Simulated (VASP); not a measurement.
# Ta (I4/mmm) in VASP: notebook

Ta is run at these levels: PBEsol; tasks: single point.

Program: VASP 6.6.1. These are calculated values, not measurements. Logs are shortened: lines on timing, memory, paths and dates and some standing lists are left out, and cuts for length are marked.

### Step 1. The cell of the first run

The structure is tetragonal, space group I4/mmm (No. 139). The conventional cell has a = 3.215 Å, b = 3.215 Å, c = 3.320 Å, α = 90.00°, β = 90.00°, γ = 90.00°. Within 3.7 Å of Ta (site symmetry 4/mmm) lie 14 Ta at 2.81 to 3.32 Å.

### Step 2. Single point, PBEsol (biaxial strain in the a-b plane: -2.0 %)

Contents of INCAR:

```
PREC     = Accurate       # precision mode
ENCUT    = 520            # plane-wave cutoff, eV
EDIFF    = 1E-6           # SCF threshold, eV
ISMEAR   = 0              # smearing method
SIGMA    = 0.1            # smearing width, eV
LREAL    = False          # projectors in reciprocal space
LASPH    = True           # aspherical terms in the spheres
NELM     = 60             # most SCF steps
ALGO     = Fast           # electronic algorithm
ISIF     = 2              # what is computed and relaxed
LWAVE    = False          # write WAVECAR
LCHARG   = False          # write CHGCAR
GGA      = PS             # functional
NBANDS   = 18             # bands
```

Contents of KPOINTS:

```
Automatic mesh
0
Gamma
  16 16 16
```

Contents of POSCAR:

```
Ta
1.0
    3.2148724451      0.0000000000      0.0000000000
    0.0000000000      3.2148724451      0.0000000000
    0.0000000000      0.0000000000      3.3198478719
Ta
2
Direct
    0.0000000000      0.0000000000      0.0000000000
    0.5000000000      0.5000000000      0.5000000000
```

Potentials or basis: VASP PAW PBE potentials, release 64 (Ta_pv).

Run with:

```bash
> cat potpaw_PBE.64/Ta_pv/POTCAR > POTCAR
> mpirun -np 1 vasp_std > vasp.out
```

OUTCAR:

```text
PREC = Accurate
   ENCUT = 520
   EDIFF = 1E-6
   ISMEAR = 0
   LREAL = False
   LASPH = True
   NELM = 60
   ISIF = 2
   GGA = PS

 ion  position               nearest neighbor table
   1  0.000  0.000  0.000-   2 2.81   2 2.81   2 2.81   2 2.81   2 2.81   2 2.81   2 2.81   2 2.81

   2  0.500  0.500  0.500-   1 2.81   1 2.81   1 2.81   1 2.81   1 2.81   1 2.81   1 2.81   1 2.81

  LATTYP: Found a simple tetragonal cell.
 ALAT       =     3.2148724451
 C/A-ratio  =     1.0326530612

  Lattice vectors:

 A1 = (   3.2148724451,   0.0000000000,   0.0000000000)
 A2 = (   0.0000000000,   3.2148724451,   0.0000000000)
 A3 = (   0.0000000000,   0.0000000000,   3.3198478719)

Analysis of symmetry for initial positions (statically):
=====================================================================
 Subroutine PRICEL returns following result:

  LATTYP: Found a body centered tetragonal cell.
 ALAT       =     3.2148724451
 C/A-ratio  =     1.0326530612

  Lattice vectors:

 A1 = (  -1.6074362225,  -1.6074362225,  -1.6599239359)
 A2 = (   1.6074362225,   1.6074362225,  -1.6599239360)
 A3 = (   1.6074362225,  -1.6074362225,   1.6599239359)

   2 primitive cells build up your supercell.

 Routine SETGRP: Setting up the symmetry group for a
 simple tetragonal supercell.

 Subroutine GETGRP returns: Found 16 space group operations
 (whereof 16 operations were pure point group operations)
 out of a pool of 16 trial point group operations.

The static configuration has the point symmetry D_4h.

Analysis of symmetry for dynamics (positions and initial velocities):
=====================================================================
 Subroutine PRICEL returns following result:

  LATTYP: Found a body centered tetragonal cell.
 ALAT       =     3.2148724451
 C/A-ratio  =     1.0326530612

  Lattice vectors:

 A1 = (  -1.6074362225,  -1.6074362225,  -1.6599239359)
 A2 = (   1.6074362225,   1.6074362225,  -1.6599239360)
 A3 = (   1.6074362225,  -1.6074362225,   1.6599239359)

   2 primitive cells build up your supercell.

 Routine SETGRP: Setting up the symmetry group for a
 simple tetragonal supercell.

 Subroutine GETGRP returns: Found 16 space group operations
 (whereof 16 operations were pure point group operations)
 out of a pool of 16 trial point group operations.

The dynamic configuration has the point symmetry D_4h.

 Subroutine INISYM returns: Found 16 space group operations
 (whereof 16 operations are pure point group operations),
 and found     2 'primitive' translations

----------------------------------------------------------------------------------------

                                     Primitive cell

  volume of cell :      17.1560

  direct lattice vectors                    reciprocal lattice vectors
    -1.607436223 -1.607436223 -1.659923936    -0.000000000 -0.311054332 -0.301218622
     1.607436223  1.607436223 -1.659923936     0.311054332  0.000000000 -0.301218622
     1.607436223 -1.607436223  1.659923936     0.311054332 -0.311054332  0.000000000

  length of vectors
     2.814791270  2.814791270  2.814791270     0.432998216  0.432998216  0.439897255

  position of ions in fractional coordinates (direct lattice)
     0.000000000  0.000000000  0.000000000

  ion indices of the primitive-cell ions
   primitive index   ion index
                 1           1

----------------------------------------------------------------------------------------

 KPOINTS: Automatic mesh

Automatic generation of k-mesh.
 Grid dimensions read from file:
 generate k-points for:   16   16   16

 Generating k-lattice:

  Cartesian coordinates                     Fractional coordinates (reciprocal lattice)
     0.019440896  0.000000000  0.000000000     0.062500000  0.000000000  0.000000000
     0.000000000  0.019440896  0.000000000     0.000000000  0.062500000  0.000000000
     0.000000000  0.000000000  0.018826164     0.000000000  0.000000000  0.062500000

  Length of vectors
     0.019440896  0.019440896  0.018826164

  Shift w.r.t. Gamma in fractional coordinates (k-lattice)
     0.000000000  0.000000000  0.000000000

 Subroutine IBZKPT returns following result:
 ===========================================

 Found    405 irreducible k-points:

 Following reciprocal coordinates:
            Coordinates               Weight
  0.000000  0.000000  0.000000      1.000000
  0.062500  0.000000  0.000000      4.000000
  0.125000  0.000000  0.000000      4.000000
  0.187500  0.000000  0.000000      4.000000
  0.250000  0.000000  0.000000      4.000000
  0.312500  0.000000  0.000000      4.000000
[... 16 lines left out ...]
  0.437500  0.125000  0.000000      8.000000
  0.500000  0.125000  0.000000      4.000000
 [... further k-points ...]
   k-points           NKPTS =    405   k-points in BZ     NKDIM =    405   number of bands    NBANDS=     18
   number of dos      NEDOS =    301   number of ions     NIONS =      2
   total plane-waves  NPLWV =  16128
   dimension x,y,z NGX =    24 NGY =   24 NGZ =   28
   dimension x,y,z NGXF=    48 NGYF=   48 NGZF=   56
   ions per type =               2
   NGX,Y,Z   is equivalent  to a cutoff of  12.41, 12.41, 14.02 a.u.
   NGXF,Y,Z  is equivalent  to a cutoff of  24.82, 24.82, 28.04 a.u.
 SYSTEM =  unknown system
   PREC   = accura    normal or accurate (medium, high low for compatibility)
   ISTART =      0    job   : 0-new  1-cont  2-samecut
   ICHARG =      2    charge: 1-file 2-atom 10-const
   ISPIN  =      1    spin polarized calculation?
   LNONCOLLINEAR =      F non collinear calculations
   LSORBIT =      F    spin-orbit coupling
   LASPH  =      T    aspherical Exc in radial PAW
   ENCUT  =  520.0 eV  38.22 Ry    6.18 a.u.   5.98  5.98  6.17*2*pi/ulx,y,z
   NELM   =     60;   NELMIN=  2; NELMDL= -5     # of ELM steps
   EDIFF  = 0.1E-05   stopping-criterion for ELM
   LREAL  =      F    real-space projection
   EDIFFG = 0.1E-04   stopping-criterion for IOM
   NSW    =      0    number of steps for IOM
   IBRION =     -1    ionic relax: 0-MD 1-quasi-New 2-CG
   NFREE  =      0    steps in history (QN), initial steepest desc. (CG)
   ISIF   =      2    stress and relaxation
   ISYM   =      2    0-nonsym 1-usesym 2-fastsym
   POTIM  = 0.5000    time-step for ionic-motion
   TEBEG  =    0.0;   TEEND  =   0.0 temperature during run
   PSTRESS=    0.0 pullay stress
   NELECT =      22.0000    total number of electrons
   NUPDOWN=      -1.0000    fix difference up-down
   EMIN   =  10.00;   EMAX   =-10.00  energy-range for DOS
   EFERMI =   0.00;   METHOD = LEGACY
   ISMEAR =     0;   SIGMA  =   0.10  broadening in eV -4-tet -1-fermi 0-gaus
   EFERMI_NEDOS =   21; number of points for ismear=-14 and -15
   IALGO  =     68    algorithm
   IMIX   =      4    mixing-type and parameters
     AMIX     =   0.40;   BMIX     =  1.00
     AMIX_MAG =   1.60;   BMIX_MAG =  1.00
  volume/ion in A,a.u.               =      17.16       115.77
  Fermi-wavevector in a.u.,A,eV,Ry     =   1.411672  2.667673 27.113937  1.992818
  Thomas-Fermi vector in A             =   2.533499
   LORBIT       =      0    0 simple, 1 ext, 2 COOP (PROOUT), +10 PAW based schemes
   GGA     = PS    functional components
   LHFCALC =     F    Hartree Fock is set to
   AEXX    =    0.0000 exact exchange contribution
   IVDW    =     0    specifies the selected vdW correction
   LEPSILON=     F    determine dielectric tensor
   LRPA    =     F    only Hartree local field effects (RPA)
 non-spin polarized calculation
 RMM-DIIS sequential band-by-band and
 Gauss-broadening in eV      SIGMA  =   0.10
  energy-cutoff  :      520.00
  volume of cell :       34.31
 maximum number of plane-waves:       948
 NGX is ok and might be reduce to    24
   NGX = 11   NGY = 11   NGZ = 13

 number of electron      21.9999996 magnetization

 Free energy of the ion-electron system (eV)
  ---------------------------------------------------
  ext. energy  EPLUGINS =         0.00000000
  ---------------------------------------------------
  free energy    TOTEN  =       -25.07611141 eV

  energy without entropy =      -25.06286793  energy(sigma->0) =      -25.06948967

 E-fermi :   5.7174     XC(G=0): -12.9794

 val. band max:        5.7163557045   @ k =   0.4375   0.3125   0.1250
 cond. band min:       5.7175224746   @ k =   0.3750   0.1250   0.1875
 fundamental gap:      0.0011667701
 Fermi energy:         5.7174279313

 k-point     1 :       0.0000    0.0000    0.0000
  band No.  band energies     occupation
      1     -28.1256      2.00000
      2     -28.0329      2.00000
      3     -28.0329      2.00000
      4     -27.1119      2.00000
      5     -27.1066      2.00000
      6     -27.1066      2.00000
[... 10 lines left out ...]
     17      13.0218      0.00000
     18      14.2906      0.00000

 k-point     2 :       0.0625    0.0000    0.0000
  band No.  band energies     occupation
      1     -28.1155      2.00000
      2     -28.0352      2.00000
      3     -28.0237      2.00000
      4     -27.1281      2.00000
      5     -27.1212      2.00000
      6     -27.1151      2.00000
[... 10 lines left out ...]
     17      12.9177      0.00000
     18      14.7959      0.00000

 k-point     3 :       0.1250    0.0000    0.0000
  band No.  band energies     occupation
      1     -28.0859      2.00000
      2     -28.0407      2.00000
      3     -27.9963      2.00000
      4     -27.1898      2.00000
      5     -27.1490      2.00000
      6     -27.1401      2.00000
[... 10 lines left out ...]
     17      12.6195      0.00000
     18      14.0039      0.00000

 k-point     4 :       0.1875    0.0000    0.0000
  band No.  band energies     occupation
      1     -28.0456      2.00000
      2     -28.0378      2.00000
      3     -27.9519      2.00000
      4     -27.2847      2.00000
      5     -27.1942      2.00000
      6     -27.1809      2.00000
[... 375 lines left out ...]
      4     -27.6132      2.00000
      5     -27.4273      2.00000
      6     -27.2781      2.00000
[... 10 lines left out ...]
     17      11.4200      0.00000
     18      11.8433      0.00000

 k-point    23 :       0.4375    0.1250    0.0000
  band No.  band energies     occupation
      1     -28.0885      2.00000
      2     -27.9313      2.00000
      3     -27.6975      2.00000
      4     -27.5258      2.00000
      5     -27.5141      2.00000
      6     -27.3548      2.00000
[... 10 lines left out ...]
     17      11.3492      0.00000
     18      11.4853      0.00000

 k-point    24 :       0.5000    0.1250    0.0000
  band No.  band energies     occupation
      1     -28.0219      2.00000
      2     -28.0219      2.00000
      3     -27.6054      2.00000
      4     -27.6054      2.00000
      5     -27.4386      2.00000
      6     -27.4386      2.00000
[... 10 lines left out ...]
     17      11.3948      0.00000
     18      11.3948      0.00000

 [... further k-points ...]
[... 5 lines left out ...]
  --------------------------------------------------------------------------------------
  -------------------------------------------------------------------------------------
  Total        1.7207811      1.7207811      0.8935618      0.0000000      0.0000000     -0.0000000
  in kB       80.3508597     80.3508597     41.7243434      0.0000000      0.0000000     -0.0000000
  external PRESSURE =      67.4753543 kB  Pullay stress =       0.0000000 kB

 VOLUME and BASIS-vectors are now :
 -----------------------------------------------------------------------------
  energy-cutoff  :      520.00
  volume of cell :       34.31
      direct lattice vectors                 reciprocal lattice vectors
     3.214872445  0.000000000  0.000000000     0.311054332  0.000000000  0.000000000
     0.000000000  3.214872445  0.000000000     0.000000000  0.311054332  0.000000000
     0.000000000  0.000000000  3.319847872     0.000000000  0.000000000  0.301218622

 POSITION                                       TOTAL-FORCE (eV/Angst)
 -----------------------------------------------------------------------------------
      0.00000      0.00000      0.00000        -0.000000     -0.000000      0.000000
      1.60744      1.60744      1.65992         0.000000      0.000000     -0.000000
 -----------------------------------------------------------------------------------
    total drift:                                0.000000      0.000000     -0.000000

  FREE ENERGIE OF THE ION-ELECTRON SYSTEM (eV)
  ---------------------------------------------------
  free  energy   TOTEN  =       -25.0761114126 eV

  energy  without entropy=      -25.0628679338  energy(sigma->0) =      -25.06948967
```

It took 1.9 min on 1 thread of Intel Xeon Platinum 8259CL at 2.50GHz (Skylake/Cascade Lake), shared host; peak memory 0.3 GiB.

Results:

```yaml
Free_energy: -25.0761 eV
Pressure: 6.7 GPa
Band_gap_on_the_k_mesh: zero (band 11 reaches 7.74 eV, above the bottom of band 12 at 4.53 eV)
```

Stress tensor (GPa, compression positive):
```
8.04 0.00 0.00
0.00 8.04 0.00
0.00 0.00 4.17
```

Caveat: the cell differs from its parent crystal (biaxial strain in the a-b plane: -2.0 %); the PAW data sets were made with another functional, which shifts forces and pressure a little; spin-orbit coupling is left out, which moves the levels of the heavy elements.

[end of part 1 of 2]
